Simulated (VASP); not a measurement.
Here is a VASP 6.6.1 calculation.

The input INCAR:

```
SYSTEM = Rh
PREC = Accurate
ENCUT = 520
EDIFF = 1E-7
ISMEAR = 0
SIGMA = 0.15
LREAL = .False.
LASPH = .True.
NELM = 100
ALGO = Fast
ISIF = 2
LWAVE = .False.
LCHARG = .False.
GGA = PE
NBANDS = 22
```

The input KPOINTS:

```
regular mesh
0
Gamma
  24 24 14
  0 0 0
```

Contents of POSCAR:

```
Rh
1.0
    2.8065327971      0.0000000000      0.0000000000
   -1.4032663985      2.4305286988      0.0000000000
    0.0000000000      0.0000000000      4.3848426969
Rh
2
Direct
    0.6666666667      0.3333333333      0.7500000000
    0.3333333333      0.6666666667      0.2500000000
```

Potentials or basis: VASP PAW PBE potentials, release 64 (Rh_pv).

Command:

```console
$ cat potpaw_PBE.64/Rh_pv/POTCAR > POTCAR
$ mpirun -np 1 vasp_std > vasp.out
```

Q: Estimate the band gap on the k mesh.

A: Zero (bands 15 and 16 overlap by 2.04 eV).

Q: What does it give for the pressure?

A: -12.3 GPa.

Stress tensor (GPa, compression positive):
```
-14.19   0.00   0.00
  0.00 -14.19   0.00
  0.00   0.00  -8.63
```

Caveat: the cell differs from its parent crystal (strain +0.0300 x Voigt [1, 1, 0, 0, 0, 0]); the cell stands under tension.
